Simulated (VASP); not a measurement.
# InSe in VASP: a series of runs, part 2 of 2

VASP 6.6.1.

## 3. Single point, PBE+D3(BJ) (layers slid over each other)

The input, INCAR:

```
SYSTEM = InSe
  PREC = Accurate
  ENCUT = 520
  EDIFF = 1E-7
  ISMEAR = 0
  SIGMA = 0.05
  LREAL = .False.
  LASPH = .True.
  NELM = 80
  ALGO = Normal
  ISIF = 2
  LWAVE = .False.
  LCHARG = .False.
  LDIPOL = .True.
  IDIPOL = 3
  DIPOL = 0.5 0.5 0.415
  GGA = PE
  IVDW = 12
  NBANDS = 48
```

The input, KPOINTS:

```
regular mesh
0
Gamma
  9 9 1
  0 0 0
```

The input, POSCAR:

```
InSe
1.0
    4.0266103962      0.0000000000      0.0000000000
   -2.0133051981      3.4871468942      0.0000000000
    0.0000000000      0.0000000000     28.2707105020
Se In
4 4
Direct
    0.0000000000      0.0000000000      0.1591753415
    0.0000000000      0.0000000000      0.3496677330
    0.0000000000      0.8888888889      0.4808989590
    0.0000000000      0.8888888889      0.6713913504
    0.6666666667      0.3333333333      0.2049979890
    0.6666666667      0.3333333333      0.3038451602
   -0.6666666667      0.5555555556      0.5267216065
   -0.6666666667      0.5555555556      0.6255687776
```

Potentials or basis: VASP PAW PBE potentials, release 64 (Se, In_d).

Started as:

```sh
cat potpaw_PBE.64/Se/POTCAR potpaw_PBE.64/In_d/POTCAR > POTCAR
mpirun -np 1 vasp_std > vasp.out
```

OUTCAR:

```text
SYSTEM = InSe
   PREC = Accurate
   ENCUT = 520
   EDIFF = 1E-7
   ISMEAR = 0
   LREAL = .False.
   LASPH = .True.
   NELM = 80
   ISIF = 2
   GGA = PE
   IVDW = 12
 IVDW          = 12

 ion  position               nearest neighbor table
   1  0.000  0.000  0.159-   5 2.66   5 2.66   5 2.66
   2  0.000  0.000  0.350-   6 2.66   6 2.66   6 2.66
   3  0.000  0.889  0.481-   7 2.66   7 2.66   7 2.66
   4  0.000  0.889  0.671-   8 2.66   8 2.66   8 2.66
   5  0.667  0.333  0.205-   1 2.66   1 2.66   1 2.66   6 2.79
   6  0.667  0.333  0.304-   2 2.66   2 2.66   2 2.66   5 2.79
   7  0.333  0.556  0.527-   3 2.66   3 2.66   3 2.66   8 2.79
   8  0.333  0.556  0.626-   4 2.66   4 2.66   4 2.66   7 2.79

  LATTYP: Found a hexagonal cell.
 ALAT       =     4.0266103962
 C/A-ratio  =     7.0209699276

  Lattice vectors:

 A1 = (   4.0266103962,   0.0000000000,   0.0000000000)
 A2 = (  -2.0133051981,   3.4871468942,   0.0000000000)
 A3 = (   0.0000000000,   0.0000000000,  28.2707105020)

Analysis of symmetry for initial positions (statically):
=====================================================================
 Subroutine PRICEL returns:
 Original cell was already a primitive cell.

 Routine SETGRP: Setting up the symmetry group for a
 hexagonal supercell.

 Subroutine GETGRP returns: Found  2 space group operations
 (whereof  1 operations were pure point group operations)
 out of a pool of 24 trial point group operations.

The static configuration has the point symmetry C_1 .
 The point group associated with its full space group is S_2 .

Analysis of symmetry for dynamics (positions and initial velocities):
=====================================================================
 Subroutine PRICEL returns:
 Original cell was already a primitive cell.

 Routine SETGRP: Setting up the symmetry group for a
 hexagonal supercell.

 Subroutine GETGRP returns: Found  2 space group operations
 (whereof  1 operations were pure point group operations)
 out of a pool of 24 trial point group operations.

The dynamic configuration has the point symmetry C_1 .
 The point group associated with its full space group is S_2 .

 Subroutine INISYM returns: Found  2 space group operations
 (whereof  1 operations are pure point group operations),
 and found     1 'primitive' translations

----------------------------------------------------------------------------------------

                                     Primitive cell

  volume of cell :     396.9598

  direct lattice vectors                    reciprocal lattice vectors
     4.026610396  0.000000000  0.000000000     0.248347841  0.143383693  0.000000000
    -2.013305198  3.487146894  0.000000000     0.000000000  0.286767386  0.000000000
     0.000000000  0.000000000 28.270710502     0.000000000  0.000000000  0.035372298

  length of vectors
     4.026610396  4.026610396 28.270710502     0.286767386  0.286767386  0.035372298

  position of ions in fractional coordinates (direct lattice)
     0.000000000  0.000000000  0.159175342
[... 70 lines left out ...]
 -0.111111  0.444444  0.000000      2.000000
 [... further k-points ...]
   k-points           NKPTS =     41   k-points in BZ     NKDIM =     41   number of bands    NBANDS=     48
   number of dos      NEDOS =    301   number of ions     NIONS =      8
   total plane-waves  NPLWV = 189000
   dimension x,y,z NGX =    30 NGY =   30 NGZ =  210
   dimension x,y,z NGXF=    60 NGYF=   60 NGZF=  420
   ions per type =               4   4
   NGX,Y,Z   is equivalent  to a cutoff of  12.39, 12.39, 12.35 a.u.
   NGXF,Y,Z  is equivalent  to a cutoff of  24.77, 24.77, 24.70 a.u.
 SYSTEM =  InSe
   PREC   = accura    normal or accurate (medium, high low for compatibility)
   ISTART =      0    job   : 0-new  1-cont  2-samecut
   ICHARG =      2    charge: 1-file 2-atom 10-const
   ISPIN  =      1    spin polarized calculation?
   LNONCOLLINEAR =      F non collinear calculations
   LSORBIT =      F    spin-orbit coupling
   LASPH  =      T    aspherical Exc in radial PAW
   ENCUT  =  520.0 eV  38.22 Ry    6.18 a.u.   7.49  7.49 52.56*2*pi/ulx,y,z
   NELM   =     80;   NELMIN=  2; NELMDL= -5     # of ELM steps
   EDIFF  = 0.1E-06   stopping-criterion for ELM
   LREAL  =      F    real-space projection
   EDIFFG = 0.1E-05   stopping-criterion for IOM
   NSW    =      0    number of steps for IOM
   IBRION =     -1    ionic relax: 0-MD 1-quasi-New 2-CG
   NFREE  =      0    steps in history (QN), initial steepest desc. (CG)
   ISIF   =      2    stress and relaxation
   ISYM   =      2    0-nonsym 1-usesym 2-fastsym
   POTIM  = 0.5000    time-step for ionic-motion
   TEBEG  =    0.0;   TEEND  =   0.0 temperature during run
   PSTRESS=    0.0 pullay stress
   NELECT =      76.0000    total number of electrons
   NUPDOWN=      -1.0000    fix difference up-down
   EMIN   =  10.00;   EMAX   =-10.00  energy-range for DOS
   EFERMI =   0.00;   METHOD = LEGACY
   ISMEAR =     0;   SIGMA  =   0.05  broadening in eV -4-tet -1-fermi 0-gaus
   EFERMI_NEDOS =   21; number of points for ismear=-14 and -15
   IALGO  =     38    algorithm
   IMIX   =      4    mixing-type and parameters
     AMIX     =   0.40;   BMIX     =  1.00
     AMIX_MAG =   1.60;   BMIX_MAG =  1.00
  volume/ion in A,a.u.               =      49.62       334.85
  Fermi-wavevector in a.u.,A,eV,Ry     =   0.943548  1.783047 12.113024  0.890282
  Thomas-Fermi vector in A             =   2.071266
   LORBIT       =      0    0 simple, 1 ext, 2 COOP (PROOUT), +10 PAW based schemes
   GGA     = PE    functional components
   LHFCALC =     F    Hartree Fock is set to
   AEXX    =    0.0000 exact exchange contribution
   IVDW    =    12    specifies the selected vdW correction
   LEPSILON=     F    determine dielectric tensor
   LRPA    =     F    only Hartree local field effects (RPA)
 non-spin polarized calculation
 Gauss-broadening in eV      SIGMA  =   0.05
  energy-cutoff  :      520.00
  volume of cell :      396.96
 maximum number of plane-waves:     10749
 NGX is ok and might be reduce to    30
   NGX = 15   NGY = 15   NGZ =105

 number of electron      75.9999998 magnetization

 dipolmoment           0.000000      0.000000     -0.000026 electrons x Angstroem

 Free energy of the ion-electron system (eV)
  ---------------------------------------------------
  ext. energy  EPLUGINS =         0.00000000
  ---------------------------------------------------
  free energy    TOTEN  =       -28.38132711 eV

  energy without entropy =      -28.38132711  energy(sigma->0) =      -28.38132711

 E-fermi :   0.0131     XC(G=0):  -5.6916

 val. band max:       -0.2392440555   @ k =   0.0000   0.1111   0.0000
 cond. band min:       0.9632362118   @ k =   0.0000   0.0000   0.0000
 fundamental gap:      1.2024802673
 Fermi energy:         0.0131345176

 k-point     1 :       0.0000    0.0000    0.0000
  band No.  band energies     occupation
      1     -14.5141      2.00000
      2     -14.5139      2.00000
      3     -14.3309      2.00000
      4     -14.3308      2.00000
      5     -14.3306      2.00000
      6     -14.3304      2.00000
[... 1213 lines left out ...]
     47       4.4633      0.00000
     48       4.5515      0.00000

 [... further k-points ...]

------------------------ aborting loop because EDIFF is reached ----------------------------------------

 vacuum level on the upper side and lower side of the slab       (xc-potential included)        -0.091        -0.091

 Edisp (eV)   -1.96629

 E8    (eV) :    -0.9216

  FORCE on cell =-STRESS in cart. coord.  units (eV):
  Direction    XX          YY          ZZ          XY          YZ          ZX
  --------------------------------------------------------------------------------------
  -------------------------------------------------------------------------------------
  Total      -0.07123    -0.05998    -0.06373    -0.00203    -0.06687     0.03775
  in kB      -0.28747    -0.24209    -0.25724    -0.00818    -0.26990     0.15238
  external pressure =       -0.26 kB  Pullay stress =        0.00 kB

 VOLUME and BASIS-vectors are now :
 -----------------------------------------------------------------------------
  energy-cutoff  :      520.00
  volume of cell :      396.96
      direct lattice vectors                 reciprocal lattice vectors
     4.026610396  0.000000000  0.000000000     0.248347841  0.143383693  0.000000000
    -2.013305198  3.487146894  0.000000000     0.000000000  0.286767386  0.000000000
     0.000000000  0.000000000 28.270710502     0.000000000  0.000000000  0.035372298

 POSITION                                       TOTAL-FORCE (eV/Angst)
 -----------------------------------------------------------------------------------
      0.00000      0.00000      4.50000        -0.000333      0.000532     -0.011887
      0.00000      0.00000      9.88536        -0.008886      0.014633      0.020296
     -1.78960      3.09969     13.59536         0.008886     -0.014633     -0.020296
     -1.78960      3.09969     18.98071         0.000333     -0.000532      0.011887
      2.01331      1.16238      5.79544        -0.000840      0.001297      0.012354
      2.01331      1.16238      8.58992         0.001451     -0.001426     -0.008089
      0.22370      1.93730     14.89079        -0.001451      0.001426      0.008089
      0.22370      1.93730     17.68527         0.000840     -0.001297     -0.012354
 -----------------------------------------------------------------------------------
    total drift:                                0.000083     -0.000141     -0.003141

  FREE ENERGIE OF THE ION-ELECTRON SYSTEM (eV)
  ---------------------------------------------------
  free  energy   TOTEN  =       -30.3476146049 eV

  energy  without entropy=      -30.3476146049  energy(sigma->0) =      -30.34761460

 vacuum level on the upper side and lower side of the slab         5.414         5.415
```

Wall time 12 min (1 thread of Intel Xeon 6975P-C (Granite Rapids), shared host); peak memory 0.82 GiB.

Results:

| Property | Result |
| --- | --- |
| Free energy | -30.3476 eV |
| Largest force | 0.027 eV/Å |
| Band gap on the k mesh | 1.20 eV (least direct gap 1.25 eV) |
| Dispersion energy per atom | -0.246 eV |

Forces on the atoms (eV/Å):
```
Se   0.000  0.001 -0.012
Se  -0.009  0.015  0.020
Se   0.009 -0.015 -0.020
Se   0.000 -0.001  0.012
In  -0.001  0.001  0.012
In   0.001 -0.001 -0.008
In  -0.001  0.001  0.008
In   0.001 -0.001 -0.012
```

Caveat: the cell differs from its parent crystal (layers slid over each other); spin-orbit coupling is left out, which moves the levels of the heavy elements.

## 4. Single point, PBE+D3(BJ) (layers slid over each other)

The input, INCAR:

```
PREC = Accurate
ENCUT = 520
EDIFF = 1E-7
ISMEAR = 0
SIGMA = 0.05
LREAL = False
LASPH = True
NELM = 60
ALGO = Normal
ISIF = 2
LWAVE = False
LCHARG = True
LDIPOL = True
IDIPOL = 3
DIPOL = 0.5 0.5 0.415
GGA = PE
IVDW = 12
LELF = True
LVHAR = True
LVACPOTAV = True
NBANDS = 48
```

The input, KPOINTS:

```
regular mesh
0
Gamma
  9 9 1
```

The input, POSCAR:

```
InSe
1.0
    4.0266103962      0.0000000000      0.0000000000
   -2.0133051981      3.4871468942      0.0000000000
    0.0000000000      0.0000000000     28.2707105020
Se In
4 4
Direct
    0.0000000000      0.0000000000      0.1591753415
    0.0000000000      0.0000000000      0.3496677330
    0.2222222222      0.8888888889      0.4808989590
    0.2222222222      0.8888888889      0.6713913504
    0.6666666667      0.3333333333      0.2049979890
    0.6666666667      0.3333333333      0.3038451602
   -0.4444444444      0.5555555556      0.5267216065
   -0.4444444444      0.5555555556      0.6255687776
```

Started as:

```sh
cat potpaw_PBE.64/Se/POTCAR potpaw_PBE.64/In_d/POTCAR > POTCAR
mpirun -np 1 vasp_std > vasp.out
```

It took 38 min on 1 thread of Oxide Virtual Turin-like, shared host; peak memory 0.79 GiB.

The run converged. Its results:

```
Free energy                : -30.3645 eV
Largest force              : 0.063 eV/Å
Band gap on the k mesh     : 1.24 eV (least direct gap 1.28 eV)
Dispersion energy per atom : -0.246 eV
```

Forces in eV/Å, atoms in the order of the input:
```
Se  -0.001  0.000 -0.012
Se  -0.023  0.009  0.058
Se   0.023 -0.009 -0.058
Se   0.001  0.000  0.012
In  -0.002  0.001  0.014
In   0.004 -0.003  0.010
In  -0.004  0.003 -0.010
In   0.002 -0.001 -0.014
```

Levels at points of the mesh, in eV from the valence-band top:
```csv
k point,band 36,band 37,band 38,band 39,band 40,band 41
"(0.00, 0.00, 0.00)",-0.60,-0.55,-0.04,1.24,1.66,2.58
```

Caveat: the cell differs from its parent crystal (layers slid over each other); spin-orbit coupling is left out, which moves the levels of the heavy elements.

## 5. Summary

| cell | gap on the mesh (eV) | largest force (eV/Å) |
| --- | --- | --- |
| as given, atomic positions A | 1.27 | 0.08 |
| as given, atomic positions B | 1.20 | 0.03 |
| as given, atomic positions C | 1.24 | 0.06 |

Alike in all rows: task single point; level PBE+D3(BJ); potentials or basis VASP PAW PBE potentials, release 64 (Se, In_d); no spin polarisation; k mesh 9 × 9 × 1; cutoff (eV) 520; smearing gaussian 0.05 eV.

Caveats: spin-orbit coupling is left out, which moves the levels of the heavy elements.

Absolute energies hang on the potentials; compare differences alone.
